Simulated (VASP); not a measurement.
Set up this calculation in VASP 6.6.1, as the native input.

```yaml
Task: single point
Functional: PBE
Potentials_or_basis: VASP PAW PBE potentials, release 64 (B, As)
Cutoff: 520 eV
k_mesh: 6 × 6 × 6
Occupations: gaussian, width 0.01 eV
Spin: no spin polarisation
Dipole_correction: no
Further_INCAR_settings: ALGO = Normal; EDIFF = 1e-06; NBANDS = 11
```

The structure of BAs lies in POSCAR:

```
BAs
1.0
    0.0000000000      2.3646025850      2.4045142790
    2.3646025850      0.0000000000      2.4045142790
    2.3646025850      2.3646025850      0.0000000000
B As
1 1
Direct
    0.0000000000      0.0000000000      0.0000000000
    0.2500000000      0.2500000000      0.2500000000
```

This cell differs from its parent crystal: epitaxial xy strain -1.1%.

These files were run (other wordings do the same):

INCAR

```
ALGO = Normal
EDIFF = 1E-6
ENCUT = 520
GGA = PE
ISIF = 2
ISMEAR = 0
LASPH = True
LCHARG = True
LELF = True
LREAL = False
LVHAR = True
LWAVE = False
NBANDS = 11
NELM = 60
PREC = Accurate
SIGMA = 0.01
```

KPOINTS

```
k-points
0
Gamma
  6 6 6
```

Potentials or basis: VASP PAW PBE potentials, release 64 (B, As).

The run is started by

```sh
$ cat potpaw_PBE.64/B/POTCAR potpaw_PBE.64/As/POTCAR > POTCAR
$ mpirun -np 1 vasp_std > vasp.out
```

Results of the run:

```
Pressure               : 5.5 GPa
Band gap on the k mesh : 1.14 eV, indirect (least direct gap 3.20 eV)
```

Caveat: the cell differs from its parent crystal (epitaxial xy strain -1.1%).

Run time: 11 s on 1 thread of Intel Xeon 8259CL, with other jobs on the host, peak memory 0.16 GiB.
